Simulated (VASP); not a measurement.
# Cu (Im-3m) in VASP: a series of runs, part 2 of 2

VASP 6.6.1.

### 3 Relaxation of cell and atoms, r2SCAN

This run uses another cell than the first one, of 11.82 Å³/atom.

File POSCAR:

```
Cu
1.0
   -1.4350000000      1.4350000000      1.4350000000
    1.4350000000     -1.4350000000      1.4350000000
    1.4350000000      1.4350000000     -1.4350000000
Cu
1
Direct
    0.0000000000      0.0000000000      0.0000000000
```

File INCAR.step1:

```
ALGO = Normal
EDIFF = 1E-5
EDIFFG = -0.005
ENCUT = 660
GGA = PE
GGA_COMPAT = False
IBRION = 2
ISIF = 3
ISMEAR = 0
LASPH = True
LCHARG = False
LREAL = False
LWAVE = True
NELM = 120
NELMIN = 4
NSW = 100
PREC = Accurate
SIGMA = 0.05
```

File INCAR.step2:

```
ALGO = Normal
EDIFF = 1E-7
EDIFFG = -0.01
ENCUT = 660
GGA_COMPAT = False
IBRION = 2
ISIF = 3
ISMEAR = 0
ISTART = 1
LASPH = True
LCHARG = False
LMIXTAU = True
LREAL = False
LWAVE = False
METAGGA = R2SCAN
NELM = 120
NELMIN = 4
NSW = 80
PREC = Accurate
SIGMA = 0.05
```

File KPOINTS:

```
k-points
0
Gamma
  11 11 11
```

Potentials or basis: VASP PAW PBE potentials, release 64 (Cu).

The run is started by

```console
$ cat potpaw_PBE.64/Cu/POTCAR > POTCAR
$ cp INCAR.step1 INCAR
$ mpirun -np 1 vasp_std > vasp.out
$ cp INCAR.step2 INCAR
$ mpirun -np 1 vasp_std > vasp.out
```

Run time: 54 s. Hardware: 1 thread of Intel Xeon Platinum 8488C (Sapphire Rapids), shared host; peak memory 0.16 GiB.

The run converged. Its results:

```yaml
Free_energy: -10.7963 eV
Relaxed_volume: 11.52 Å³/atom
Relaxed_cell: a = 2.464 Å, b = 2.464 Å, c = 2.464 Å, α = 109.47°, β = 109.47°, γ = 109.47°
Space_group_after_relaxing_to_0.1_Å: Im-3m (No. 229)
Energy_gained_by_relaxing: 3.7 meV/atom
Ionic_steps: 3
Pressure_after_relaxing: -0.1 GPa
Band_gap_on_the_k_mesh: zero (an odd number of electrons rules out a gap without spin polarisation)
```

Step by step:
```
step  energy change (eV)  largest force (eV/Å)  pressure (GPa)  volume (Å³)
   1              0.0000                0.0000           -3.89        11.82
   2             -0.0022                0.0000            2.75        11.34
   3             -0.0037                0.0000           -0.12        11.52
```

Final structure:
```cif
data_structure
_symmetry_space_group_name_H-M 'P 1'
_symmetry_Int_Tables_number 1
_cell_length_a 2.4644
_cell_length_b 2.4644
_cell_length_c 2.4644
_cell_angle_alpha 109.471
_cell_angle_beta 109.471
_cell_angle_gamma 109.471
_cell_volume 11.52
loop_
_atom_site_label
_atom_site_type_symbol
_atom_site_fract_x
_atom_site_fract_y
_atom_site_fract_z
_atom_site_occupancy
Cu1 Cu 0.00000 0.00000 0.00000 1
```

Levels at points of the mesh, in eV from the Fermi level:
```
           k point  band 2  band 3  band 4  band 5  band 6  band 7  band 8  band 9
(0.00, 0.00, 0.00)   -3.24   -3.24   -3.24   -2.20   -2.20   26.34   26.34   26.34
```

Caveat: the PAW data sets were made with another functional, which shifts forces and pressure a little.

### 4 Relaxation of cell and atoms, r2SCAN, target pressure 10 GPa, at which the enthalpy is minimised

This run uses another cell than the first one, of 11.82 Å³/atom.

POSCAR is that of step 3.

File INCAR.step1:

```
  PREC = Accurate
  ENCUT = 660
  ISMEAR = 0
  SIGMA = 0.05
  LREAL = False
  LASPH = True
  NELM = 120
  GGA = PE
  ALGO = Normal
  EDIFF = 1E-5
  LWAVE = True
  LCHARG = False
  GGA_COMPAT = False
  IBRION = 2
  ISIF = 3
  EDIFFG = -0.005
  NELMIN = 4
  NSW = 100
```

File INCAR.step2:

```
  PREC = Accurate
  ENCUT = 660
  EDIFF = 1E-7
  ISMEAR = 0
  SIGMA = 0.05
  LREAL = False
  LASPH = True
  NELM = 120
  ALGO = Normal
  ISIF = 3
  LWAVE = False
  LCHARG = False
  METAGGA = R2SCAN
  LMIXTAU = True
  IBRION = 2
  NSW = 80
  EDIFFG = -0.01
  PSTRESS = 100.0
  ISTART = 1
  GGA_COMPAT = False
  NELMIN = 4
```

File KPOINTS:

```
regular mesh
0
Gamma
  11 11 11
```

The run is started by

```console
$ cat potpaw_PBE.64/Cu/POTCAR > POTCAR
$ cp INCAR.step1 INCAR
$ mpirun -np 1 vasp_std > vasp.out
$ cp INCAR.step2 INCAR
$ mpirun -np 1 vasp_std > vasp.out
```

Run time: 91 s. Hardware: 1 thread of Intel Xeon Platinum 8488C (Sapphire Rapids), shared host; peak memory 0.16 GiB.

The run converged. Its results:

| Quantity | Value |
| --- | --- |
| Free energy | -10.7782 eV |
| Relaxed volume | 10.91 Å³/atom |
| Relaxed cell | a = 2.420 Å, b = 2.420 Å, c = 2.420 Å, α = 109.47°, β = 109.47°, γ = 109.47° |
| Space group after relaxing (to 0.1 Å) | Im-3m (No. 229) |
| Energy change on relaxing (the run minimises the enthalpy) | +14.4 meV/atom |
| Ionic steps | 6 |
| Pressure after relaxing | 10.0 GPa |
| Band gap on the k mesh | zero (an odd number of electrons rules out a gap without spin polarisation) |

Step by step:
| step | energy change (eV) | largest force (eV/Å) | pressure (GPa) | volume (Å³) |
| --- | --- | --- | --- | --- |
| 1 | 0.0000 | 0.0000 | -3.89 | 11.82 |
| 2 | 0.1005 | 0.0000 | 27.65 | 10.15 |
| 3 | 0.0137 | 0.0000 | 9.45 | 10.92 |
| 4 | 0.0153 | 0.0000 | 10.28 | 10.89 |
| 5 | 0.0136 | 0.0000 | 9.67 | 10.92 |
| 6 | 0.0144 | 0.0000 | 9.96 | 10.91 |

Final structure:
```
CELL_PARAMETERS angstrom
-1.39704 1.39704 1.39704
1.39704 -1.39704 1.39704
1.39704 1.39704 -1.39704
ATOMIC_POSITIONS crystal
Cu 0.00000 0.00000 0.00000
```

Levels at points of the mesh, in eV from the Fermi level:
```csv
k point,band 2,band 3,band 4,band 5,band 6,band 7,band 8,band 9
"(0.00, 0.00, 0.00)",-3.44,-3.44,-3.44,-2.31,-2.31,26.88,26.88,26.88
```

Caveat: the cell is relaxed towards a set pressure, so the run minimises the enthalpy, not the energy; the PAW data sets were made with another functional, which shifts forces and pressure a little.

### 5 Relaxation of cell and atoms, r2SCAN, target pressure 20 GPa, at which the enthalpy is minimised

This run uses another cell than the first one, of 11.82 Å³/atom.

POSCAR is that of step 4.

File INCAR.step1:

```
PREC = Accurate
ENCUT = 660
ISMEAR = 0
SIGMA = 0.05
LREAL = F
LASPH = T
NELM = 120
GGA = PE
ALGO = Normal
EDIFF = 1E-5
LWAVE = T
LCHARG = F
GGA_COMPAT = F
IBRION = 2
ISIF = 3
EDIFFG = -0.005
NELMIN = 4
NSW = 100
```

File INCAR.step2:

```
PREC = Accurate
ENCUT = 660
EDIFF = 1E-7
ISMEAR = 0
SIGMA = 0.05
LREAL = F
LASPH = T
NELM = 120
ALGO = Normal
ISIF = 3
LWAVE = F
LCHARG = F
METAGGA = R2SCAN
LMIXTAU = T
IBRION = 2
NSW = 80
EDIFFG = -0.01
PSTRESS = 200.0
ISTART = 1
GGA_COMPAT = F
NELMIN = 4
```

File KPOINTS:

```
Automatic mesh
0
Gamma
  11 11 11
```

The run is started by

```console
$ cat potpaw_PBE.64/Cu/POTCAR > POTCAR
$ cp INCAR.step1 INCAR
$ mpirun -np 1 vasp_std > vasp.out
$ cp INCAR.step2 INCAR
$ mpirun -np 1 vasp_std > vasp.out
```

Wall time 73 s (1 thread of Intel Xeon Platinum 8488C (Sapphire Rapids), shared host); peak memory 0.16 GiB.

It converged, with:

| Item | Value |
| --- | --- |
| Free energy | -10.7363 eV |
| Relaxed volume | 10.45 Å³/atom |
| Relaxed cell | a = 2.386 Å, b = 2.386 Å, c = 2.386 Å, α = 109.47°, β = 109.47°, γ = 109.47° |
| Space group after relaxing (to 0.1 Å) | Im-3m (No. 229) |
| Energy change on relaxing (the run minimises the enthalpy) | +56.3 meV/atom |
| Ionic steps | 4 |
| Pressure after relaxing | 19.9 GPa |
| Band gap on the k mesh | zero (an odd number of electrons rules out a gap without spin polarisation) |

Step by step:
```
step  energy change (eV)  largest force (eV/Å)  pressure (GPa)  volume (Å³)
   1              0.0000                0.0000           -3.89        11.82
   2              0.4225                0.0000           70.38         9.05
   3              0.0519                0.0000           18.93        10.49
   4              0.0563                0.0000           19.94        10.45
```

Final structure:
```cif
data_structure
_symmetry_space_group_name_H-M 'P 1'
_symmetry_Int_Tables_number 1
_cell_length_a 2.3856
_cell_length_b 2.3856
_cell_length_c 2.3856
_cell_angle_alpha 109.471
_cell_angle_beta 109.471
_cell_angle_gamma 109.471
_cell_volume 10.45
loop_
_atom_site_label
_atom_site_type_symbol
_atom_site_fract_x
_atom_site_fract_y
_atom_site_fract_z
_atom_site_occupancy
Cu1 Cu 0.00000 0.00000 0.00000 1
```

Levels at points of the mesh, in eV from the Fermi level:
```tsv
k point	band 4	band 5	band 6	band 7	band 8	band 9
(0.00, 0.00, 0.00)	-3.61	-2.40	-2.40	27.30	27.30	27.30
```

Caveat: the cell is relaxed towards a set pressure, so the run minimises the enthalpy, not the energy; the PAW data sets were made with another functional, which shifts forces and pressure a little.

### 6 Relaxation of cell and atoms, r2SCAN, target pressure 30 GPa, at which the enthalpy is minimised

This run uses another cell than the first one, of 11.82 Å³/atom.

POSCAR is that of step 5.

File INCAR.step1:

```
PREC = Accurate
ENCUT = 660
ISMEAR = 0
SIGMA = 0.05
LREAL = False
LASPH = True
NELM = 120
GGA = PE
ALGO = Normal
EDIFF = 1E-5
LWAVE = True
LCHARG = False
GGA_COMPAT = False
IBRION = 2
ISIF = 3
EDIFFG = -0.005
NELMIN = 4
NSW = 100
```

File INCAR.step2:

```
PREC = Accurate
ENCUT = 660
EDIFF = 1E-7
ISMEAR = 0
SIGMA = 0.05
LREAL = False
LASPH = True
NELM = 120
ALGO = Normal
ISIF = 3
LWAVE = False
LCHARG = False
METAGGA = R2SCAN
LMIXTAU = True
IBRION = 2
NSW = 80
EDIFFG = -0.01
PSTRESS = 300.0
ISTART = 1
GGA_COMPAT = False
NELMIN = 4
```

KPOINTS is that of step 5.

Potentials or basis: VASP PAW PBE potentials, release 64 (Cu).

The run is started by

```console
$ cat potpaw_PBE.64/Cu/POTCAR > POTCAR
$ cp INCAR.step1 INCAR
$ mpirun -np 1 vasp_std > vasp.out
$ cp INCAR.step2 INCAR
$ mpirun -np 1 vasp_std > vasp.out
```

It took 1.8 min on 1 thread of Intel Xeon Platinum 8488C (Sapphire Rapids), shared host; peak memory 0.16 GiB.

Results (log left out):

| Property | Result |
| --- | --- |
| Free energy | -10.6783 eV |
| Relaxed volume | 10.08 Å³/atom |
| Relaxed cell | a = 2.357 Å, b = 2.357 Å, c = 2.357 Å, α = 109.47°, β = 109.47°, γ = 109.47° |
| Space group after relaxing (to 0.1 Å) | Im-3m (No. 229) |
| Energy change on relaxing (the run minimises the enthalpy) | +114.3 meV/atom |
| Ionic steps | 7 |
| Pressure after relaxing | 30.0 GPa |
| Band gap on the k mesh | zero (an odd number of electrons rules out a gap without spin polarisation) |

The path:
| step | energy change (eV) | largest force (eV/Å) | pressure (GPa) | volume (Å³) |
| --- | --- | --- | --- | --- |
| 1 | 0.0000 | 0.0000 | -3.89 | 11.82 |
| 2 | 1.0697 | 0.0000 | 140.44 | 8.04 |
| 3 | 0.0970 | 0.0000 | 27.13 | 10.17 |
| 4 | 0.1099 | 0.0000 | 29.25 | 10.10 |
| 5 | 0.1159 | 0.0000 | 30.34 | 10.07 |
| 6 | 0.1108 | 0.0000 | 29.37 | 10.09 |
| 7 | 0.1143 | 0.0000 | 30.00 | 10.08 |

Final structure:
```xyz
1
Lattice="-1.3606 1.3606 1.3606 1.3606 -1.3606 1.3606 1.3606 1.3606 -1.3606" Properties=species:S:1:pos:R:3 pbc="T T T"
Cu    0.0000    0.0000    0.0000
```

Levels at points of the mesh, in eV from the Fermi level:
| k point | band 3 | band 4 | band 5 | band 6 | band 7 | band 8 | band 9 |
| --- | --- | --- | --- | --- | --- | --- | --- |
| (0.00, 0.00, 0.00) | -3.76 | -3.76 | -2.48 | -2.48 | 27.65 | 27.65 | 27.65 |

Caveat: the cell is relaxed towards a set pressure, so the run minimises the enthalpy, not the energy; the PAW data sets were made with another functional, which shifts forces and pressure a little.

### 7 Summary

```csv
task,cell,gap on the mesh (eV),pressure (GPa)
single point,"a = 2.461 Å, angles 109.5°, 1 atom",none,0.6
relaxation of cell and atoms,"relaxed from a = 2.485 Å, angles 109.5°, 1 atom",none,-0.1
relaxation of cell and atoms,"relaxed to 10 GPa from a = 2.485 Å, angles 109.5°, 1 atom",none,10.0
relaxation of cell and atoms,"relaxed to 20 GPa from a = 2.485 Å, angles 109.5°, 1 atom",none,19.9
relaxation of cell and atoms,"relaxed to 30 GPa from a = 2.485 Å, angles 109.5°, 1 atom",none,30.0
```

Alike in all rows: level r2SCAN; potentials or basis VASP PAW PBE potentials, release 64 (Cu); no spin polarisation; k mesh 11 × 11 × 11; cutoff (eV) 660; smearing gaussian 0.05 eV.

Caveats: the PAW data sets were made with another functional, which shifts forces and pressure a little; the cell is relaxed towards a set pressure, so the run minimises the enthalpy, not the energy (at least some runs).

Total energies depend on the potentials used, so only differences within one code and one set of settings carry meaning.
